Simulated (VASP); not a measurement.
# Al in VASP: a series of runs

Runs on Al. Level: PBE. Tasks: single point.

Everything below comes from runs of VASP 6.6.1. Logs are shortened: lines on timing, memory, paths and dates and some standing lists are left out, and cuts for length are marked.

**1. The cell of the first run**

It takes space group C2/m (No. 12, monoclinic). The conventional cell has a = 4.909 Å, b = 2.840 Å, c = 2.828 Å, α = 90.00°, β = 125.06°, γ = 90.00°. Within 3.7 Å of Al (site symmetry 2/m) lie 12 Al at 2.83 to 2.84 Å.

**2. Single point, PBE**

Input file INCAR:

```
SYSTEM = Al
  PREC = Accurate
  ENCUT = 520
  EDIFF = 1E-6
  ISMEAR = 0
  SIGMA = 0.1
  LREAL = .False.
  LASPH = .True.
  NELM = 80
  ALGO = Fast
  ISIF = 2
  LWAVE = .False.
  LCHARG = .False.
  GGA = PE
  NBANDS = 14
```

Input file KPOINTS:

```
Automatic mesh
0
Gamma
  6 6 15
  0 0 0
```

Input file POSCAR:

```
Al
1.0
    5.6802108456      0.0000040584      0.0089362835
   -2.8401019081      4.9192089204     -0.0089362835
   -1.4163555681      0.8177332685      2.3076234583
Al
4
Direct
    0.0000000000      0.5000000000      0.0000000000
    0.5000000000      0.5000000000      0.0000000000
    0.0000000000      0.0000000000      0.0000000000
    0.5000000000      0.0000000000      0.0000000000
```

Potentials or basis: VASP PAW PBE potentials, release 64 (Al).

The run is started by

```console
cat potpaw_PBE.64/Al/POTCAR > POTCAR
mpirun -np 1 vasp_std > vasp.out
```

OUTCAR:

```text
SYSTEM = Al
   PREC = Accurate
   ENCUT = 520
   EDIFF = 1E-6
   ISMEAR = 0
   LREAL = .False.
   LASPH = .True.
   NELM = 80
   ISIF = 2
   GGA = PE

 ion  position               nearest neighbor table
   1  0.000  0.500  0.000-   2 2.84   2 2.84   3 2.84   3 2.84   2 2.84   2 2.84   4 2.84   4 2.84
                             3 2.84   3 2.84
   2  0.500  0.500  0.000-   1 2.84   1 2.84   4 2.84   4 2.84   1 2.84   1 2.84   3 2.84   3 2.84
                             4 2.84   4 2.84
   3  0.000  0.000  0.000-   4 2.84   4 2.84   1 2.84   1 2.84   4 2.84   4 2.84   2 2.84   2 2.84
                             1 2.84   1 2.84
   4  0.500  0.000  0.000-   3 2.84   3 2.84   2 2.84   2 2.84   3 2.84   3 2.84   1 2.84   1 2.84
                             2 2.84   2 2.84

  LATTYP: Found a base centered monoclinic cell.
 ALAT       =     8.0372598375
 B/A-ratio  =     0.7067356275
 C/A-ratio  =     0.3519116473
 COS(beta)  =    -0.0021727838

  Lattice vectors:

 A1 = (   1.4237463400,  -4.1014756519,   2.3165597418)
 A2 = (   4.2638552775,   0.8177373269,   2.3165597418)
 A3 = (  -1.4163555681,   0.8177332685,   2.3076234583)

Analysis of symmetry for initial positions (statically):
=====================================================================
 Subroutine PRICEL returns following result:

  LATTYP: Found a base centered monoclinic cell.
 ALAT       =     4.9091618587
 B/A-ratio  =     0.5785323481
 C/A-ratio  =     0.5761483183
 COS(beta)  =    -0.5743696819

  Lattice vectors:

 A1 = (  -0.0036953859,   1.6418711917,  -2.3120916001)
 A2 = (  -1.4237498547,  -0.8177352977,  -2.3120916001)
 A3 = (  -1.4163555681,   0.8177332685,   2.3076234583)

   4 primitive cells build up your supercell.

 Routine SETGRP: Setting up the symmetry group for a
 base centered monoclinic supercell.

 Subroutine GETGRP returns: Found  4 space group operations
 (whereof  4 operations were pure point group operations)
 out of a pool of  4 trial point group operations.

The static configuration has the point symmetry C_2h.

Analysis of symmetry for dynamics (positions and initial velocities):
=====================================================================
 Subroutine PRICEL returns following result:

  LATTYP: Found a base centered monoclinic cell.
 ALAT       =     4.9091618587
 B/A-ratio  =     0.5785323481
 C/A-ratio  =     0.5761483183
 COS(beta)  =    -0.5743696819

  Lattice vectors:

 A1 = (  -0.0036953859,   1.6418711917,  -2.3120916001)
 A2 = (  -1.4237498547,  -0.8177352977,  -2.3120916001)
 A3 = (  -1.4163555681,   0.8177332685,   2.3076234583)

   4 primitive cells build up your supercell.

 Routine SETGRP: Setting up the symmetry group for a
 base centered monoclinic supercell.

 Subroutine GETGRP returns: Found  4 space group operations
 (whereof  4 operations were pure point group operations)
 out of a pool of  4 trial point group operations.

The dynamic configuration has the point symmetry C_2h.

 Subroutine INISYM returns: Found  4 space group operations
 (whereof  4 operations are pure point group operations),
 and found     4 'primitive' translations

----------------------------------------------------------------------------------------

                                     Primitive cell

  volume of cell :      16.1407

  direct lattice vectors                    reciprocal lattice vectors
    -0.003695386  1.641871192 -2.312091600     0.000226078  0.406438575 -0.143887486
    -1.423749855 -0.817735298 -2.312091600    -0.351873092 -0.203415077 -0.143887486
    -1.416355568  0.817733269  2.307623458    -0.352327892  0.203416603  0.145014085

  length of vectors
     2.835757788  2.835757788  2.828405349     0.431156555  0.431156555  0.431905479

  position of ions in fractional coordinates (direct lattice)
     1.000000000  0.000000000  0.000000000

  ion indices of the primitive-cell ions
   primitive index   ion index
                 1           1

----------------------------------------------------------------------------------------

 KPOINTS: Automatic mesh

Automatic generation of k-mesh.
 Grid dimensions read from file:
 generate k-points for:    6    6   15

 Generating k-lattice:

  Cartesian coordinates                     Fractional coordinates (reciprocal lattice)
     0.029322758  0.016951256  0.011990624     0.166666667  0.000000000  0.000000000
     0.000018840  0.033869881 -0.011990624     0.000000000  0.166666667  0.000000000
    -0.000045392  0.000026207  0.028852604     0.000000000  0.000000000  0.066666667

  Length of vectors
     0.035929713  0.035929713  0.028852651

  Shift w.r.t. Gamma in fractional coordinates (k-lattice)
     0.000000000  0.000000000  0.000000000

 Subroutine IBZKPT returns following result:
 ===========================================

 Found    160 irreducible k-points:

 Following reciprocal coordinates:
            Coordinates               Weight
  0.000000  0.000000  0.000000      1.000000
  0.166667 -0.000000 -0.000000      4.000000
  0.333333 -0.000000  0.000000      4.000000
  0.500000 -0.000000 -0.000000      2.000000
  0.166667  0.166667 -0.000000      2.000000
  0.333333  0.166667  0.000000      4.000000
[... 16 lines left out ...]
 -0.333333  0.166667  0.066667      4.000000
 -0.166667  0.166667  0.066667      2.000000
 [... further k-points ...]
   k-points           NKPTS =    160   k-points in BZ     NKDIM =    160   number of bands    NBANDS=     14
   number of dos      NEDOS =    301   number of ions     NIONS =      4
   total plane-waves  NPLWV =  42336
   dimension x,y,z NGX =    42 NGY =   42 NGZ =   24
   dimension x,y,z NGXF=    84 NGYF=   84 NGZF=   48
   ions per type =               4
   NGX,Y,Z   is equivalent  to a cutoff of  12.29, 12.29, 14.11 a.u.
   NGXF,Y,Z  is equivalent  to a cutoff of  24.58, 24.58, 28.21 a.u.
 SYSTEM =  Al
   PREC   = accura    normal or accurate (medium, high low for compatibility)
   ISTART =      0    job   : 0-new  1-cont  2-samecut
   ICHARG =      2    charge: 1-file 2-atom 10-const
   ISPIN  =      1    spin polarized calculation?
   LNONCOLLINEAR =      F non collinear calculations
   LSORBIT =      F    spin-orbit coupling
   LASPH  =      T    aspherical Exc in radial PAW
   ENCUT  =  520.0 eV  38.22 Ry    6.18 a.u.  10.56 10.56  5.26*2*pi/ulx,y,z
   NELM   =     80;   NELMIN=  2; NELMDL= -5     # of ELM steps
   EDIFF  = 0.1E-05   stopping-criterion for ELM
   LREAL  =      F    real-space projection
   EDIFFG = 0.1E-04   stopping-criterion for IOM
   NSW    =      0    number of steps for IOM
   IBRION =     -1    ionic relax: 0-MD 1-quasi-New 2-CG
   NFREE  =      0    steps in history (QN), initial steepest desc. (CG)
   ISIF   =      2    stress and relaxation
   ISYM   =      2    0-nonsym 1-usesym 2-fastsym
   POTIM  = 0.5000    time-step for ionic-motion
   TEBEG  =    0.0;   TEEND  =   0.0 temperature during run
   PSTRESS=    0.0 pullay stress
   NELECT =      12.0000    total number of electrons
   NUPDOWN=      -1.0000    fix difference up-down
   EMIN   =  10.00;   EMAX   =-10.00  energy-range for DOS
   EFERMI =   0.00;   METHOD = LEGACY
   ISMEAR =     0;   SIGMA  =   0.10  broadening in eV -4-tet -1-fermi 0-gaus
   EFERMI_NEDOS =   21; number of points for ismear=-14 and -15
   IALGO  =     68    algorithm
   IMIX   =      4    mixing-type and parameters
     AMIX     =   0.40;   BMIX     =  1.00
     AMIX_MAG =   1.60;   BMIX_MAG =  1.00
  volume/ion in A,a.u.               =      16.14       108.92
  Fermi-wavevector in a.u.,A,eV,Ry     =   0.934274  1.765521 11.876076  0.872867
  Thomas-Fermi vector in A             =   2.061061
   LORBIT       =      0    0 simple, 1 ext, 2 COOP (PROOUT), +10 PAW based schemes
   GGA     = PE    functional components
   LHFCALC =     F    Hartree Fock is set to
   AEXX    =    0.0000 exact exchange contribution
   IVDW    =     0    specifies the selected vdW correction
   LEPSILON=     F    determine dielectric tensor
   LRPA    =     F    only Hartree local field effects (RPA)
 non-spin polarized calculation
 RMM-DIIS sequential band-by-band and
 Gauss-broadening in eV      SIGMA  =   0.10
  energy-cutoff  :      520.00
  volume of cell :       64.56
 maximum number of plane-waves:      1766
   NGX = 21   NGY = 21   NGZ = 11

 number of electron      12.0000000 magnetization

 Free energy of the ion-electron system (eV)
  ---------------------------------------------------
  ext. energy  EPLUGINS =         0.00000000
  ---------------------------------------------------
  free energy    TOTEN  =       -15.00594773 eV

  energy without entropy =      -14.99999871  energy(sigma->0) =      -15.00297322

 E-fermi :   8.2257     XC(G=0): -10.2764

 val. band max:        8.2197786455   @ k =   0.3333   0.1667   0.2667
 cond. band min:       8.2490256641   @ k =   0.5000   0.5000   0.1333
 fundamental gap:      0.0292470185
 Fermi energy:         8.2257266097

 k-point     1 :       0.0000    0.0000    0.0000
  band No.  band energies     occupation
      1      -3.0557      2.00000
      2       3.5392      2.00000
      3       3.5392      2.00000
      4       3.7968      2.00000
      5       3.7968      2.00000
      6       5.2297      2.00000
      7       6.5905      2.00000
      8      13.5135      0.00000
      9      13.8870      0.00000
     10      14.0388      0.00000
     11      17.5446      0.00000
     12      19.7539      0.00000
     13      19.7726      0.00000
     14      19.8924      0.00000

 k-point     2 :       0.1667   -0.0000   -0.0000
  band No.  band energies     occupation
      1      -2.8647      2.00000
      2       1.6418      2.00000
      3       3.1051      2.00000
      4       4.4795      2.00000
      5       4.5906      2.00000
      6       6.0288      2.00000
      7       7.6880      2.00000
      8      11.5275      0.00000
      9      14.2010      0.00000
     10      15.2310      0.00000
[... 362 lines left out ...]
 k-point    24 :      -0.1667    0.1667    0.0667
  band No.  band energies     occupation
      1      -2.8823      2.00000
      2       2.9472      2.00000
      3       2.9472      2.00000
      4       4.1974      2.00000
      5       4.7137      2.00000
      6       4.7137      2.00000
      7       7.9334      1.99996
      8      12.1171      0.00000
      9      14.0342      0.00000
     10      15.0423      0.00000
     11      17.7445      0.00000
     12      17.7445      0.00000
     13      17.9926      0.00000
     14      17.9929      0.00000

 [... further k-points ...]

------------------------ aborting loop because EDIFF is reached ----------------------------------------

  FORCE on cell =-STRESS in cart. coord.  units (eV):
  Direction    XX          YY          ZZ          XY          YZ          ZX
  --------------------------------------------------------------------------------------
  -------------------------------------------------------------------------------------
  Total        1.1435130      1.0576479     -0.0019593     -0.0743613      0.0051494     -0.0089190
  in kB       28.3771026     26.2462992     -0.0486203     -1.8453298      0.1277863     -0.2213324
  external PRESSURE =      18.1915938 kB  Pullay stress =       0.0000000 kB

 VOLUME and BASIS-vectors are now :
 -----------------------------------------------------------------------------
  energy-cutoff  :      520.00
  volume of cell :       64.56
      direct lattice vectors                 reciprocal lattice vectors
     5.680210846  0.000004058  0.008936283     0.175936546  0.101707538  0.071943743
    -2.840101908  4.919208920 -0.008936283     0.000113039  0.203219288 -0.071943743
    -1.416355568  0.817733269  2.307623458    -0.000680877  0.000393105  0.432789057

 POSITION                                       TOTAL-FORCE (eV/Angst)
 -----------------------------------------------------------------------------------
     -1.42005      2.45960     -0.00447         0.000000      0.000000      0.000000
      1.42005      2.45961      0.00000        -0.000000     -0.000000     -0.000000
      0.00000      0.00000      0.00000        -0.000000      0.000000      0.000000
      2.84011      0.00000      0.00447        -0.000000     -0.000000     -0.000000
 -----------------------------------------------------------------------------------
    total drift:                               -0.000000      0.000000      0.000000

  FREE ENERGIE OF THE ION-ELECTRON SYSTEM (eV)
  ---------------------------------------------------
  free  energy   TOTEN  =       -15.0059477267 eV

  energy  without entropy=      -14.9999987065  energy(sigma->0) =      -15.00297322
```

It took 3 min on 1 thread of Intel Xeon 8259CL, shared host; peak memory 0.26 GiB.

What came out:

* Free energy: -15.0059 eV
* Pressure: 1.8 GPa
* Band gap on the k mesh: zero (bands 6 and 7 overlap by 3.79 eV)

**3. Single point, PBE**

This run uses another cell than the first one, of 16.41 Å³/atom.

Input file INCAR:

```
SYSTEM = Al
PREC = Accurate ; ENCUT = 520
EDIFF = 1E-6 ; ISMEAR = 0
SIGMA = 0.1 ; LREAL = .FALSE.
LASPH = .TRUE. ; NELM = 60
ALGO = Fast ; ISIF = 2
LWAVE = .FALSE. ; LCHARG = .TRUE.
GGA = PE ; LELF = .TRUE.
LVHAR = .TRUE. ; NBANDS = 14
```

Input file KPOINTS:

```
Automatic mesh
0
G
  6 6 15
  0 0 0
```

Input file POSCAR:

```
Al
1.0
    5.6802178750      0.0000000000      0.0000000000
   -2.8401089375      4.9192129788      0.0000000000
   -1.4200544688      0.8198688298      2.3496627186
Al
4
Direct
    0.0000000000      0.5000000000      0.0000000000
    0.5000000000      0.5000000000      0.0000000000
    0.0000000000      0.0000000000      0.0000000000
    0.5000000000      0.0000000000      0.0000000000
```

Potentials or basis: VASP PAW PBE potentials, release 64 (Al).

The run is started by

```console
cat potpaw_PBE.64/Al/POTCAR > POTCAR
mpirun -np 1 vasp_std > vasp.out
```

OUTCAR:

```text
SYSTEM = Al
   PREC = Accurate
   ENCUT = 520
   EDIFF = 1E-6
   ISMEAR = 0
   LREAL = .FALSE.
   LASPH = .TRUE.
   NELM = 60
   ISIF = 2
   GGA = PE

 ion  position               nearest neighbor table
   1  0.000  0.500  0.000-   2 2.84   2 2.84   4 2.84   3 2.84   3 2.84   4 2.84   2 2.87   2 2.87
                             3 2.87   3 2.87
   2  0.500  0.500  0.000-   1 2.84   1 2.84   4 2.84   4 2.84   3 2.84   3 2.84   1 2.87   1 2.87
                             4 2.87   4 2.87
   3  0.000  0.000  0.000-   4 2.84   4 2.84   1 2.84   1 2.84   2 2.84   2 2.84   4 2.87   4 2.87
                             1 2.87   1 2.87
   4  0.500  0.000  0.000-   3 2.84   3 2.84   1 2.84   2 2.84   2 2.84   1 2.84   3 2.87   3 2.87
                             2 2.87   2 2.87
[... 630 lines left out ...]
  -------------------------------------------------------------------------------------
  Total        0.7279289      0.7579639     -0.9664211      0.0260111     -0.0363185      0.0629055
  in kB       17.7636978     18.4966440    -23.5836413      0.6347501     -0.8862834      1.5350878
  external PRESSURE =       4.2255668 kB  Pullay stress =       0.0000000 kB

 VOLUME and BASIS-vectors are now :
 -----------------------------------------------------------------------------
  energy-cutoff  :      520.00
  volume of cell :       65.65
      direct lattice vectors                 reciprocal lattice vectors
     5.680217875  0.000000000  0.000000000     0.176049585  0.101642275  0.070932166
    -2.840108938  4.919212979  0.000000000     0.000000000  0.203284551 -0.070932166
    -1.420054469  0.819868830  2.349662719     0.000000000  0.000000000  0.425592998

 POSITION                                       TOTAL-FORCE (eV/Angst)
 -----------------------------------------------------------------------------------
     -1.42005      2.45961      0.00000         0.000000     -0.000000     -0.000000
      1.42005      2.45961      0.00000        -0.000000      0.000000      0.000000
      0.00000      0.00000      0.00000        -0.000000     -0.000000     -0.000000
      2.84011      0.00000      0.00000         0.000000      0.000000      0.000000
 -----------------------------------------------------------------------------------
    total drift:                               -0.000000      0.000000      0.000000

  FREE ENERGIE OF THE ION-ELECTRON SYSTEM (eV)
  ---------------------------------------------------
  free  energy   TOTEN  =       -14.9969250167 eV

  energy  without entropy=      -14.9894385935  energy(sigma->0) =      -14.99318181
```

OSZICAR:

```text
N       E                     dE             d eps       ncg     rms          rms(c)
DAV:   1     0.634553821563E+01    0.63455E+01   -0.41391E+03  4480   0.657E+02
DAV:   2    -0.143967713960E+02   -0.20742E+02   -0.19282E+02  5904   0.899E+01
DAV:   3    -0.150825392769E+02   -0.68577E+00   -0.67816E+00  5778   0.131E+01
DAV:   4    -0.150870907027E+02   -0.45514E-02   -0.45508E-02  5286   0.139E+00
DAV:   5    -0.150871442610E+02   -0.53558E-04   -0.53557E-04  5828   0.153E-01    0.262E+00
RMM:   6    -0.150349811230E+02    0.52163E-01   -0.54054E-03  4492   0.436E-01    0.154E+00
RMM:   7    -0.149969923550E+02    0.37989E-01   -0.16049E-02  4631   0.725E-01    0.219E-01
RMM:   8    -0.149969231840E+02    0.69171E-04   -0.57453E-04  4788   0.168E-01    0.259E-02
RMM:   9    -0.149969285392E+02   -0.53552E-05   -0.92669E-05  4951   0.665E-02    0.239E-02
RMM:  10    -0.149969298670E+02   -0.13278E-05   -0.19713E-05  5064   0.315E-02    0.888E-03
RMM:  11    -0.149969242913E+02    0.55757E-05   -0.41371E-06  4914   0.125E-02    0.646E-03
RMM:  12    -0.149969250167E+02   -0.72541E-06   -0.10948E-06  3442   0.806E-03
   1 F= -.14996925E+02 E0= -.14993182E+02  d E =-.748642E-02
```

stdout:

```text
POSCAR found type information on POSCAR Al
 POSCAR found :  1 types and       4 ions
 scaLAPACK will be used
 LDA part: xc-table for (Slater+PW92), standard interpolation
 POSCAR, INCAR and KPOINTS ok, starting setup
 FFT: planning ... GRIDC
 FFT: planning ... GRID_SOFT
 FFT: planning ... GRID
 WAVECAR not read
 entering main loop
```

Run time: 2.7 min. Hardware: 1 thread of Intel Xeon 8259CL, shared host; peak memory 0.26 GiB.

Results:

```yaml
Free_energy: -14.9969 eV
Pressure: 0.4 GPa
Band_gap_on_the_k_mesh: zero (bands 6 and 7 overlap by 3.94 eV)
```

Stress tensor (GPa, compression positive):
```
 1.78  0.06  0.15
 0.06  1.85 -0.09
 0.15 -0.09 -2.36
```

The gap in the log of VASP goes by the Fermi energy; the results here count the filled bands.